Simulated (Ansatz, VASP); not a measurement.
Two plane-wave programs on Ta

```
Ta
1.0
    -1.70043    1.64023    1.72224
     1.70043   -1.64023    1.72224
     1.70043    1.64023   -1.72224
Ta
1
Cartesian
  0.0000 0.0000 0.0000
```

Change from the starting cell: normal strain along x +0.0367, normal strain along z +0.0500.

Alike in both runs: task single point; functional PBEsol; k mesh 20 × 20 × 20; occupations gaussian, width 0.15 eV; no spin polarisation.

|  | VASP | Ansatz |
| --- | --- | --- |
| version | VASP 6.6.1 | Ansatz 0.2.0 |
| potentials or method | VASP PAW PBE potentials, release 64 (Ta_pv), cutoff 520 eV | scalar-relativistic, plane waves, PAW |
| valence electrons in the cell | 11 | 13 |

Ansatz gave:

```
gap on the k mesh at the Fermi level (eV)                     : none
pressure (GPa)                                                : -14.7
traceless stress, the component that is largest in VASP (GPa) : 2.42
```

Question: Estimate VASP's values.

Answer: gap on the k mesh at the Fermi level (eV): none; pressure (GPa): -14.6; traceless stress, the component that is largest in VASP (GPa): 2.42.

VASP's potentials were made for PBE, not for PBEsol, and Ansatz warns of the same on its side. A gap of «none» marks a metal or a gap that the smearing closes. VASP's potentials hold 11 valence electrons a cell and Ansatz's 13, so a difference there can come from the potentials and not from the codes.

Spin-orbit coupling is off throughout.
